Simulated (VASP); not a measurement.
# AlN (Fm-3m) in VASP: notebook, part 2 of 2

VASP 6.6.1.

## (4) Electric field gradients, PBEsol

This run uses another cell than the first one, of 7.74 Å³/atom, 1.042 times its volume.

INCAR

```
PREC     = Accurate       # precision mode
ENCUT    = 520            # plane-wave cutoff, eV
EDIFF    = 1E-8           # SCF threshold, eV
ISMEAR   = -1             # smearing method
SIGMA    = 0.02           # smearing width, eV
LREAL    = F              # projectors in reciprocal space
LASPH    = T              # aspherical terms in the spheres
NELM     = 80             # most SCF steps
ALGO     = Normal         # electronic algorithm
ISIF     = 2              # what is computed and relaxed
LWAVE    = F              # write WAVECAR
LCHARG   = F              # write CHGCAR
GGA      = PS             # functional
LEFG     = T            
NBANDS   = 11             # bands
```

KPOINTS

```
regular mesh
0
Gamma
  10 10 10
```

POSCAR

```
AlN
1.0
    0.0000000000      1.9780000000      1.9780000000
    1.9780000000      0.0000000000      1.9780000000
    1.9780000000      1.9780000000      0.0000000000
Al N
1 1
Direct
    0.0000000000      0.0000000000      0.0000000000
    0.5000000000      0.5000000000      0.5000000000
```

Potentials or basis: VASP PAW PBE potentials, release 64 (Al, N).

On the command line:

```console
$ cat potpaw_PBE.64/Al/POTCAR potpaw_PBE.64/N/POTCAR > POTCAR
$ mpirun -np 1 vasp_std > vasp.out
```

OUTCAR:

```text
PREC = Accurate
   ENCUT = 520
   EDIFF = 1E-8
   ISMEAR = -1
   LREAL = F
   LASPH = T
   NELM = 80
   ISIF = 2
   GGA = PS

 ion  position               nearest neighbor table
   1  0.000  0.000  0.000-   2 1.98   2 1.98   2 1.98   2 1.98   2 1.98   2 1.98
   2  0.500  0.500  0.500-   1 1.98   1 1.98   1 1.98   1 1.98   1 1.98   1 1.98

  LATTYP: Found a face centered cubic cell.
 ALAT       =     3.9560000000

  Lattice vectors:

 A1 = (   0.0000000000,   1.9780000000,   1.9780000000)
 A2 = (   1.9780000000,   0.0000000000,   1.9780000000)
[... 548 lines left out ...]
  ---------------------------------------------------
  free  energy   TOTEN  =       -15.3850463396 eV

  energy  without entropy=      -15.3850463396  energy(sigma->0) =      -15.38504634

 Electric field gradients (V/A^2)
---------------------------------------------------------------------
 ion       V_xx      V_yy      V_zz      V_xy      V_xz      V_yz
---------------------------------------------------------------------
   1      -0.000    -0.000     0.000     0.000     0.000     0.000
   2      -0.000     0.000     0.000     0.000     0.000     0.000
---------------------------------------------------------------------

 Electric field gradients after diagonalization (V/A^2)
 (convention: |V_zz| > |V_xx| > |V_yy|)
----------------------------------------------------------------------
 ion       V_xx      V_yy      V_zz     asymmetry (V_yy - V_xx)/ V_zz
----------------------------------------------------------------------
   1      -0.000    -0.000     0.000       0.000
   2      -0.000    -0.000     0.000       0.000
----------------------------------------------------------------------

           NMR quadrupolar parameters

 Cq : quadrupolar parameter    Cq=e*Q*V_zz/h
 eta: asymmetry parameters     (V_yy - V_xx)/ V_zz
 Q  : nuclear electric quadrupole moment in mb (millibarn)
----------------------------------------------------------------------
 ion       Cq(MHz)       eta       Q (mb)
----------------------------------------------------------------------
   1       0.000       0.000       1.000
   2       0.000       0.000       1.000
----------------------------------------------------------------------
```

Run time: 5.9 s. Hardware: 1 thread of Intel Xeon Platinum 8488C (Sapphire Rapids), shared host; peak memory 0.13 GiB.

Results:

```
Free energy            : -15.3850 eV
Pressure               : 20.0 GPa
Band gap on the k mesh : 5.01 eV, indirect (least direct gap 6.64 eV)
```

Caveat: without QUAD_EFG the Cq values of the log hold for a quadrupole moment of 1 mb, not for the nuclei; the PAW data sets were made with another functional, which shifts forces and pressure a little.

## (5) Electric field gradients, r2SCAN

This run uses another cell than the first one, of 7.74 Å³/atom, 1.042 times its volume.

POSCAR is that of step 4.

INCAR.step1

```
  ALGO = Normal
  EDIFF = 1E-4
  ENCUT = 520
  GGA = PE
  ISMEAR = -1
  LASPH = True
  LCHARG = False
  LREAL = False
  LWAVE = True
  NBANDS = 11
  NELM = 60
  PREC = Accurate
  SIGMA = 0.02
```

INCAR.step2

```
  ALGO = Normal
  EDIFF = 1E-8
  ENCUT = 520
  ISIF = 2
  ISMEAR = -1
  ISTART = 1
  LASPH = True
  LCHARG = False
  LEFG = True
  LMIXTAU = True
  LREAL = False
  LWAVE = False
  METAGGA = R2SCAN
  NBANDS = 11
  NELM = 60
  PREC = Accurate
  SIGMA = 0.02
```

KPOINTS

```
k-points
0
Gamma
  10 10 10
```

Potentials or basis: VASP PAW PBE potentials, release 64 (Al, N).

On the command line:

```console
$ cat potpaw_PBE.64/Al/POTCAR potpaw_PBE.64/N/POTCAR > POTCAR
$ cp INCAR.step1 INCAR
$ mpirun -np 1 vasp_std > vasp.out
$ cp INCAR.step2 INCAR
$ mpirun -np 1 vasp_std > vasp.out
```

OUTCAR:

```text
EDIFF = 1E-8
   ENCUT = 520
   ISIF = 2
   ISMEAR = -1
   ISTART = 1
   LASPH = True
   LREAL = False
   METAGGA = R2SCAN
   NELM = 60
   PREC = Accurate

 ion  position               nearest neighbor table
   1  0.000  0.000  0.000-   2 1.98   2 1.98   2 1.98   2 1.98   2 1.98   2 1.98
   2  0.500  0.500  0.500-   1 1.98   1 1.98   1 1.98   1 1.98   1 1.98   1 1.98

  LATTYP: Found a face centered cubic cell.
 ALAT       =     3.9560000000

  Lattice vectors:

 A1 = (   0.0000000000,   1.9780000000,   1.9780000000)
 A2 = (   1.9780000000,   0.0000000000,   1.9780000000)
 A3 = (   1.9780000000,   1.9780000000,   0.0000000000)

Analysis of symmetry for initial positions (statically):
=====================================================================
 Subroutine PRICEL returns:
 Original cell was already a primitive cell.

 Routine SETGRP: Setting up the symmetry group for a
 face centered cubic supercell.

 Subroutine GETGRP returns: Found 48 space group operations
[... 9 lines left out ...]

 Routine SETGRP: Setting up the symmetry group for a
[... 514 lines left out ...]
     0.000000000  1.978000000  1.978000000    -0.252780586  0.252780586  0.252780586
     1.978000000  0.000000000  1.978000000     0.252780586 -0.252780586  0.252780586
     1.978000000  1.978000000  0.000000000     0.252780586  0.252780586 -0.252780586

 POSITION                                       TOTAL-FORCE (eV/Angst)
 -----------------------------------------------------------------------------------
      0.00000      0.00000      0.00000        -0.000000      0.000000     -0.000000
      1.97800      1.97800      1.97800         0.000000     -0.000000      0.000000
 -----------------------------------------------------------------------------------
    total drift:                               -0.000000     -0.000000      0.000000

  FREE ENERGIE OF THE ION-ELECTRON SYSTEM (eV)
  ---------------------------------------------------
  free  energy   TOTEN  =       -18.8451009464 eV

  energy  without entropy=      -18.8451009464  energy(sigma->0) =      -18.84510095

 Electric field gradients (V/A^2)
---------------------------------------------------------------------
 ion       V_xx      V_yy      V_zz      V_xy      V_xz      V_yz
---------------------------------------------------------------------
   1      -0.000    -0.000     0.000     0.000     0.000     0.000
   2      -0.000     0.000     0.000     0.000     0.000     0.000
---------------------------------------------------------------------

 Electric field gradients after diagonalization (V/A^2)
 (convention: |V_zz| > |V_xx| > |V_yy|)
----------------------------------------------------------------------
 ion       V_xx      V_yy      V_zz     asymmetry (V_yy - V_xx)/ V_zz
----------------------------------------------------------------------
   1      -0.000    -0.000     0.000       0.000
   2      -0.000    -0.000     0.000       0.000
----------------------------------------------------------------------

           NMR quadrupolar parameters

 Cq : quadrupolar parameter    Cq=e*Q*V_zz/h
 eta: asymmetry parameters     (V_yy - V_xx)/ V_zz
 Q  : nuclear electric quadrupole moment in mb (millibarn)
----------------------------------------------------------------------
 ion       Cq(MHz)       eta       Q (mb)
----------------------------------------------------------------------
   1       0.000       0.000       1.000
   2       0.000       0.000       1.000
----------------------------------------------------------------------
```

It took 24 s on 1 thread of Intel Xeon Platinum 8488C (Sapphire Rapids), shared host; peak memory 0.14 GiB.

Results:

* Free energy: -18.8451 eV
* Pressure: 18.2 GPa
* Band gap on the k mesh: 5.87 eV, indirect (least direct gap 7.53 eV)

Caveat: without QUAD_EFG the Cq values of the log hold for a quadrupole moment of 1 mb, not for the nuclei; the PAW data sets were made with another functional, which shifts forces and pressure a little.

## (6) The runs side by side

```tsv
level	potentials or basis	cell	gap on the mesh (eV)	pressure (GPa)
LDA	VASP PAW LDA potentials, release 64 (Al, N)	a = 2.760 Å, angles 60.0°, 2 atoms	4.98	27.7
LDA	VASP PAW LDA potentials, release 64 (Al, N)	a = 2.797 Å, angles 60.0°, 2 atoms	5.07	13.2
PBEsol	VASP PAW PBE potentials, release 64 (Al, N)	a = 2.797 Å, angles 60.0°, 2 atoms	5.01	20.0
r2SCAN	VASP PAW PBE potentials, release 64 (Al, N)	a = 2.797 Å, angles 60.0°, 2 atoms	5.87	18.2
```

Alike in all rows: task electric field gradients; no spin polarisation; k mesh 10 × 10 × 10; cutoff (eV) 520; smearing fermi-dirac 0.02 eV.

Caveats: the PAW data sets were made with another functional, which shifts forces and pressure a little (some runs).

Total energies depend on the potentials used, so only differences within one code and one set of settings carry meaning.
